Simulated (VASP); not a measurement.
# NaLaMnMoO6 (F-43m) in VASP: further runs

Aim: see how the results for NaLaMnMoO6 move with the level of theory and the settings. Levels: revPBE, LDA. Tasks: single point.

Everything below comes from runs of VASP 6.6.1. Logs are shortened: lines on timing, memory, paths and dates and some standing lists are left out, and cuts for length are marked.

## 1. The cell of the first run

Symmetry: F-43m, No. 216, cubic system. The conventional cell has a = 7.777 Å, b = 7.777 Å, c = 7.777 Å, α = 90.00°, β = 90.00°, γ = 90.00°. Na (site symmetry -43m) has 12 O at 2.75 Å and 4 Mn at 3.37 Å and 4 Mo at 3.37 Å within 3.6 Å. Within 3.6 Å of La (site symmetry -43m) lie 12 O at 2.75 Å and 4 Mn at 3.37 Å and 4 Mo at 3.37 Å. Within 2.5 Å of Mn (site symmetry -43m) lie 6 O at 1.92 Å. Mo (site symmetry -43m) has 6 O at 1.97 Å within 2.6 Å. Within 2.5 Å of O (site symmetry 2mm) lie 1 Mn at 1.92 Å and 1 Mo at 1.97 Å.

## 2. Single point, revPBE, collinear spin, ferromagnetic start

Contents of INCAR:

```
SYSTEM = NaLaMnMoO6
PREC = Accurate
ENCUT = 520
EDIFF = 1E-7
ISMEAR = -1
SIGMA = 0.05
LREAL = .FALSE.
LASPH = .TRUE.
NELM = 150
ALGO = Normal
ISIF = 2
LWAVE = .FALSE.
LCHARG = .TRUE.
ISPIN = 2
MAGMOM = 0 0 4 1 0 0 0 0 0 0
LORBIT = 11
LMAXMIX = 6
GGA = RE
LELF = .TRUE.
LVHAR = .TRUE.
NBANDS = 56
```

Contents of KPOINTS:

```
regular mesh
0
G
  5 5 5
  0 0 0
```

Contents of POSCAR:

```
NaLaMnMoO6
1.0
    0.0000000000      3.8886632474      3.8886632474
    3.8886632474      0.0000000000      3.8886632474
    3.8886632474      3.8886632474      0.0000000000
Na La Mn Mo O
1 1 1 1 6
Direct
    0.2500000000      0.2500000000      0.2500000000
    0.7500000000      0.7500000000      0.7500000000
    0.5000000000      0.5000000000      0.5000000000
    0.0000000000      0.0000000000      0.0000000000
    0.7469986533      0.2530013467      0.2530013467
    0.2530013467      0.2530013467      0.7469986533
    0.2530013467      0.7469986533      0.2530013467
    0.7469986533      0.2530013467      0.7469986533
    0.7469986533      0.7469986533      0.2530013467
    0.2530013467      0.7469986533      0.7469986533
```

Potentials or basis: VASP PAW PBE potentials, release 64 (Na_pv, La, Mn_pv, Mo_sv, O).

The run is started by

```bash
$ cat potpaw_PBE.64/Na_pv/POTCAR potpaw_PBE.64/La/POTCAR potpaw_PBE.64/Mn_pv/POTCAR potpaw_PBE.64/Mo_sv/POTCAR potpaw_PBE.64/O/POTCAR > POTCAR
$ mpirun -np 1 vasp_std > vasp.out
```

OUTCAR:

```text
SYSTEM = NaLaMnMoO6
   PREC = Accurate
   ENCUT = 520
   EDIFF = 1E-7
   ISMEAR = -1
   LREAL = .FALSE.
   LASPH = .TRUE.
   NELM = 150
   ISIF = 2
   ISPIN = 2
   LORBIT = 11
   GGA = RE

 ion  position               nearest neighbor table
   1  0.250  0.250  0.250-
   2  0.750  0.750  0.750-   6 2.75   7 2.75  10 2.75   5 2.75   6 2.75   8 2.75   5 2.75   7 2.75
                             9 2.75   8 2.75   9 2.75  10 2.75   3 3.37   3 3.37   3 3.37   4 3.37
   3  0.500  0.500  0.500-   5 1.92   6 1.92   7 1.92   8 1.92   9 1.92  10 1.92   2 3.37   2 3.37
                             2 3.37   2 3.37
   4  0.000  0.000  0.000-   5 1.97   6 1.97   7 1.97   8 1.97   9 1.97  10 1.97   2 3.37   2 3.37
                             2 3.37   2 3.37
   5  0.747  0.253  0.253-   3 1.92   4 1.97   2 2.75   2 2.75
   6  0.253  0.253  0.747-   3 1.92   4 1.97   2 2.75   2 2.75
   7  0.253  0.747  0.253-   3 1.92   4 1.97   2 2.75   2 2.75
   8  0.747  0.253  0.747-   3 1.92   4 1.97   2 2.75   2 2.75
   9  0.747  0.747  0.253-   3 1.92   4 1.97   2 2.75   2 2.75
  10  0.253  0.747  0.747-   3 1.92   4 1.97   2 2.75   2 2.75

  LATTYP: Found a face centered cubic cell.
 ALAT       =     7.7773264948

  Lattice vectors:

 A1 = (   0.0000000000,   3.8886632474,   3.8886632474)
 A2 = (   3.8886632474,   0.0000000000,   3.8886632474)
 A3 = (   3.8886632474,   3.8886632474,   0.0000000000)

Analysis of symmetry for initial positions (statically):
=====================================================================
 Subroutine PRICEL returns:
 Original cell was already a primitive cell.

 Routine SETGRP: Setting up the symmetry group for a
 face centered cubic supercell.

 Subroutine GETGRP returns: Found 24 space group operations
 (whereof 24 operations were pure point group operations)
 out of a pool of 48 trial point group operations.

The static configuration has the point symmetry T_d .

Analysis of symmetry for dynamics (positions and initial velocities):
=====================================================================
 Subroutine PRICEL returns:
 Original cell was already a primitive cell.

 Routine SETGRP: Setting up the symmetry group for a
 face centered cubic supercell.

 Subroutine GETGRP returns: Found 24 space group operations
 (whereof 24 operations were pure point group operations)
 out of a pool of 48 trial point group operations.

The dynamic configuration has the point symmetry T_d .

[... 167 lines left out ...]
 fundamental gap:      0.0224447183
 Fermi energy:         7.8486259430

 spin component 1

 k-point     1 :       0.0000    0.0000    0.0000
  band No.  band energies     occupation
      1     -55.6132      1.00000
      2     -40.5838      1.00000
      3     -40.5838      1.00000
      4     -40.5837      1.00000
      5     -29.8012      1.00000
      6     -29.8012      1.00000
[... 539 lines left out ...]
     51       9.6228      0.00000
     52       9.6840      0.00000
 Fermi energy:         7.8486259430

 spin component 2

 k-point     1 :       0.0000    0.0000    0.0000
  band No.  band energies     occupation
      1     -55.0324      1.00000
      2     -42.8407      1.00000
      3     -42.8406      1.00000
      4     -42.8406      1.00000
      5     -29.1703      1.00000
      6     -29.1703      1.00000
[... 539 lines left out ...]
     51       9.6159      0.00000
     52       9.6654      0.00000
 [bands above 52 left out]

------------------------ aborting loop because EDIFF is reached ----------------------------------------

  FORCE on cell =-STRESS in cart. coord.  units (eV):
  Direction    XX          YY          ZZ          XY          YZ          ZX
  --------------------------------------------------------------------------------------
  -------------------------------------------------------------------------------------
  Total        0.1468074      0.1468074      0.1468074      0.0000000      0.0000000      0.0000000
  in kB        1.9999885      1.9999885      1.9999885      0.0000000      0.0000000      0.0000000
  external PRESSURE =       1.9999885 kB  Pullay stress =       0.0000000 kB

 VOLUME and BASIS-vectors are now :
 -----------------------------------------------------------------------------
  energy-cutoff  :      520.00
  volume of cell :      117.61
      direct lattice vectors                 reciprocal lattice vectors
     0.000000000  3.888663247  3.888663247    -0.128578889  0.128578889  0.128578889
     3.888663247  0.000000000  3.888663247     0.128578889 -0.128578889  0.128578889
     3.888663247  3.888663247  0.000000000     0.128578889  0.128578889 -0.128578889

 POSITION                                       TOTAL-FORCE (eV/Angst)
 -----------------------------------------------------------------------------------
      1.94433      1.94433      1.94433         0.000000      0.000000     -0.000000
      5.83299      5.83299      5.83299         0.000000      0.000000     -0.000000
      3.88866      3.88866      3.88866         0.000000      0.000000     -0.000000
      0.00000      0.00000      0.00000         0.000000      0.000000     -0.000000
      1.96767      3.88866      3.88866        -0.046517      0.000000     -0.000000
      3.88866      3.88866      1.96767         0.000000      0.000000     -0.046517
      3.88866      1.96767      3.88866         0.000000     -0.046517     -0.000000
      3.88866      5.80965      3.88866         0.000000      0.046517     -0.000000
      3.88866      3.88866      5.80965         0.000000      0.000000      0.046517
      5.80965      3.88866      3.88866         0.046517      0.000000     -0.000000
 -----------------------------------------------------------------------------------
    total drift:                               -0.000001     -0.000001      0.000000

  FREE ENERGIE OF THE ION-ELECTRON SYSTEM (eV)
  ---------------------------------------------------
  free  energy   TOTEN  =       -74.9222838334 eV

  energy  without entropy=      -74.8927791009  energy(sigma->0) =      -74.90753147

 total charge

# of ion       s       p       d       f       tot
--------------------------------------------------
    1        0.031   5.976   0.000   0.000   6.007
    2        1.990   5.704   0.467   0.214   8.375
    3        0.312   6.399   4.999   0.000  11.710
    4        2.334   6.311   3.701   0.000  12.346
    5        1.566   3.472   0.000   0.000   5.038
    6        1.566   3.472   0.000   0.000   5.038
    7        1.566   3.472   0.000   0.000   5.038
    8        1.566   3.472   0.000   0.000   5.038
    9        1.566   3.472   0.000   0.000   5.038
   10        1.566   3.472   0.000   0.000   5.038
--------------------------------------------------
tot         14.063  45.222   9.167   0.214  68.667

 magnetization (x)

# of ion       s       p       d       f       tot
--------------------------------------------------
    1       -0.000  -0.000   0.000   0.000  -0.000
    2       -0.000  -0.001   0.013   0.025   0.037
    3       -0.008  -0.016  -2.037   0.000  -2.061
    4        0.011   0.013   0.782   0.000   0.807
    5       -0.000  -0.007   0.000   0.000  -0.008
    6       -0.000  -0.007   0.000   0.000  -0.008
    7       -0.000  -0.007   0.000   0.000  -0.008
    8       -0.000  -0.007   0.000   0.000  -0.008
    9       -0.000  -0.007   0.000   0.000  -0.008
   10       -0.000  -0.007   0.000   0.000  -0.008
--------------------------------------------------
tot          0.001  -0.047  -1.242   0.025  -1.263
```

Run time: 3.7 min. Hardware: 1 thread of Intel Xeon 6975P-C (Granite Rapids), shared host; peak memory 0.38 GiB.

Results:

```yaml
Free_energy: -74.9223 eV
Pressure: 0.2 GPa
Largest_force: 0.047 eV/Å
Net_moment: -1.23 μB per cell
Site_moments: Na -0.00; La +0.04; Mn -2.06; Mo +0.81; O -0.01 μB
Valence_electrons_inside_the_program's_atomic_spheres: Na 6.01; La 8.38; Mn 11.71; Mo 12.35; O 5.04
```

Forces in eV/Å, atoms in the order of the input:
```
Na   0.000  0.000  0.000
La   0.000  0.000  0.000
Mn   0.000  0.000  0.000
Mo   0.000  0.000  0.000
O   -0.047  0.000  0.000
O    0.000  0.000 -0.047
O    0.000 -0.047  0.000
O    0.000  0.047  0.000
O    0.000  0.000  0.047
O    0.047  0.000  0.000
```

Caveat: the PAW data sets were made with another functional, which shifts forces and pressure a little; spin-orbit coupling is left out, which moves the levels of the heavy elements; a cell with one magnetic atom can't hold antiferromagnetic order, which such compounds often take; semilocal functionals often make such compounds metallic where correlation or magnetic order opens a gap, which also shifts bond lengths. With open d or f shells a metallic result of revPBE can be an artefact of self-interaction; +U or a hybrid may open a gap.

## 3. Single point, revPBE, collinear spin, ferromagnetic start

This run uses another cell than the first one, of 11.53 Å³/atom.

Contents of INCAR:

```
SYSTEM = NaLaMnMoO6
PREC     = Accurate       ! precision mode
ENCUT    = 520            ! plane-wave cutoff, eV
EDIFF    = 1E-6           ! SCF threshold, eV
ISMEAR   = -1             ! smearing method
SIGMA    = 0.05           ! smearing width, eV
LREAL    = .FALSE.        ! projectors in reciprocal space
LASPH    = .TRUE.         ! aspherical terms in the spheres
NELM     = 150            ! most SCF steps
ALGO     = Normal         ! electronic algorithm
ISIF     = 2              ! what is computed and relaxed
LWAVE    = .FALSE.        ! write WAVECAR
LCHARG   = .FALSE.        ! write CHGCAR
ISPIN    = 2              ! spin polarisation
MAGMOM   = 0 0 4 1 0 0 0 0 0 0 ! initial moments
LORBIT   = 11             ! projections on sites
LMAXMIX  = 6              ! l up to which the mixer works
GGA      = RE             ! functional
NBANDS   = 56             ! bands
```

Contents of KPOINTS:

```
regular mesh
0
G
  6 6 6
  0 0 0
```

Contents of POSCAR:

```
NaLaMnMoO6
1.0
    0.0000000000      3.8625900000      3.8625900000
    3.8625900000      0.0000000000      3.8625900000
    3.8625900000      3.8625900000      0.0000000000
Na La Mn Mo O
1 1 1 1 6
Direct
    0.2500000000      0.2500000000      0.2500000000
    0.7500000000      0.7500000000      0.7500000000
    0.5000000000      0.5000000000      0.5000000000
    0.0000000000      0.0000000000      0.0000000000
    0.7466200000      0.2533800000      0.2533800000
    0.2533800000      0.2533800000      0.7466200000
    0.2533800000      0.7466200000      0.2533800000
    0.7466200000      0.2533800000      0.7466200000
    0.7466200000      0.7466200000      0.2533800000
    0.2533800000      0.7466200000      0.7466200000
```

Potentials or basis: VASP PAW PBE potentials, release 64 (Na_pv, La, Mn_pv, Mo_sv, O).

The run is started by

```bash
$ cat potpaw_PBE.64/Na_pv/POTCAR potpaw_PBE.64/La/POTCAR potpaw_PBE.64/Mn_pv/POTCAR potpaw_PBE.64/Mo_sv/POTCAR potpaw_PBE.64/O/POTCAR > POTCAR
$ mpirun -np 1 vasp_std > vasp.out
```

Run time: 4.4 min. Hardware: 1 thread of Intel Xeon 6975P-C (Granite Rapids), shared host; peak memory 0.42 GiB.

Results (log left out):

| Property | Result |
| --- | --- |
| Free energy | -74.9031 eV |
| Pressure | 3.7 GPa |
| Largest force | 0.048 eV/Å |
| Net moment | -1.17 μB per cell |
| Site moments | Na -0.00; La +0.04; Mn -1.99; Mo +0.80; O -0.01 μB |
| Valence electrons inside the program's atomic spheres | Na 6.01; La 8.40; Mn 11.77; Mo 12.39; O 5.05 |

Forces in eV/Å, atoms in the order of the input:
```
Na   0.000  0.000  0.000
La   0.000  0.000  0.000
Mn   0.000  0.000  0.000
Mo   0.000  0.000  0.000
O   -0.048  0.000  0.000
O    0.000  0.000 -0.048
O    0.000 -0.048  0.000
O    0.000  0.048  0.000
O    0.000  0.000  0.048
O    0.048  0.000  0.000
```

Levels at points of the mesh, in eV from the Fermi level:
Spin up:
```
           k point  band 38  band 39  band 40  band 41  band 42  band 43
(0.00, 0.00, 0.00)    -2.56    -1.65    -1.65    -1.65     0.68     0.68
(0.50, 0.00, 0.00)    -2.96    -0.10    -0.02    -0.02     0.14     0.27
(0.50, 0.50, 0.00)    -2.59    -1.56     0.53     0.53     0.65     0.65
```
Spin down:
| k point | band 37 | band 38 | band 39 | band 40 | band 41 | band 42 | band 43 | band 44 | band 45 | band 46 |
| --- | --- | --- | --- | --- | --- | --- | --- | --- | --- | --- |
| (0.00, 0.00, 0.00) | -2.80 | -2.80 | -2.61 | -2.61 | -2.61 | -0.22 | -0.22 | 0.79 | 0.79 | 0.79 |
| (0.50, 0.00, 0.00) | -3.33 | -3.00 | -1.91 | -1.77 | -1.77 | 0.51 | 0.62 | 0.62 | 1.36 | 1.37 |
| (0.50, 0.50, 0.00) | -3.49 | -2.77 | -2.64 | -1.39 | -1.39 | -0.22 | 0.54 | 0.64 | 1.19 | 1.19 |

Caveat: the cell stands under pressure; the PAW data sets were made with another functional, which shifts forces and pressure a little; spin-orbit coupling is left out, which moves the levels of the heavy elements; a cell with one magnetic atom can't hold antiferromagnetic order, which such compounds often take; semilocal functionals often make such compounds metallic where correlation or magnetic order opens a gap, which also shifts bond lengths. With open d or f shells a metallic result of revPBE can be an artefact of self-interaction; +U or a hybrid may open a gap.

(Part 1 of 2 ends here.)
